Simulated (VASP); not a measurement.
Wanted: the native input for a VASP 6.6.1 run.

```yaml
Task: single point
Functional: r2SCAN
Potentials_or_basis: VASP PAW PBE potentials, release 64 (B_h, N_h)
Cutoff: 1460 eV
k_mesh: 12 × 12 × 6
Occupations: gaussian, width 0.05 eV
Spin: no spin polarisation
Dipole_correction: no
Further_INCAR_settings: ALGO = Normal; EDIFF = 1e-06; NBANDS = 16
```

Crystal: BN.

```xyz
4
Lattice="2.6203 0.0000 0.0000 -1.3101 2.2692 0.0000 0.0000 0.0000 4.0815" Properties=species:S:1:pos:R:3 pbc="T T T"
B     1.3101    0.7564    4.0807
B     0.0000    1.5128    2.0399
N     1.3101    0.7564    2.5518
N     0.0000    1.5128    0.5110
```

This cell differs from its parent crystal: strain +0.030 along x and y, -0.030 along z.

These files were run (other wordings do the same):

POSCAR

```
BN
1.0
    2.6202855191      0.0000000000      0.0000000000
   -1.3101427595      2.2692338247      0.0000000000
    0.0000000000      0.0000000000      4.0815125866
B N
2 2
Direct
    0.6666666667      0.3333333333      0.9997995909
    0.3333333333      0.6666666667      0.4997995909
    0.6666666667      0.3333333333      0.6252004091
    0.3333333333      0.6666666667      0.1252004091
```

INCAR.step1

```
SYSTEM = BN
  PREC = Accurate
  ENCUT = 1460
  ISMEAR = 0
  SIGMA = 0.05
  LREAL = .False.
  LASPH = .True.
  NELM = 120
  NBANDS = 16
  GGA = PE
  ALGO = Normal
  EDIFF = 1E-5
  LWAVE = .True.
  LCHARG = .False.
  GGA_COMPAT = .False.
```

INCAR.step2

```
SYSTEM = BN
  PREC = Accurate
  ENCUT = 1460
  EDIFF = 1E-6
  ISMEAR = 0
  SIGMA = 0.05
  LREAL = .False.
  LASPH = .True.
  NELM = 120
  ALGO = Normal
  ISIF = 2
  LWAVE = .False.
  LCHARG = .True.
  METAGGA = R2SCAN
  LMIXTAU = .True.
  LELF = .True.
  LVHAR = .True.
  NBANDS = 16
  ISTART = 1
  GGA_COMPAT = .False.
```

KPOINTS

```
Automatic mesh
0
Gamma
  12 12 6
  0 0 0
```

Potentials or basis: VASP PAW PBE potentials, release 64 (B_h, N_h).

The run is started by

```bash
$ cat potpaw_PBE.64/B_h/POTCAR potpaw_PBE.64/N_h/POTCAR > POTCAR
$ cp INCAR.step1 INCAR
$ mpirun -np 1 vasp_std > vasp.out
$ cp INCAR.step2 INCAR
$ mpirun -np 1 vasp_std > vasp.out
```

Results of the run:

```yaml
Pressure: -9.1 GPa
Largest_force: 0.096 eV/Å
Band_gap_on_the_k_mesh: 5.97 eV (least direct gap 8.29 eV)
```

Caveat: the cell differs from its parent crystal (strain +0.030 along x and y, -0.030 along z); the stress differs along the axes, from -28 to 29 GPa; the PAW data sets were made with another functional, which shifts forces and pressure a little.

It took 3.6 min on 1 thread of Intel(R) Xeon(R) 6975P-C (Granite Rapids), on a shared host, peak memory 0.34 GiB.
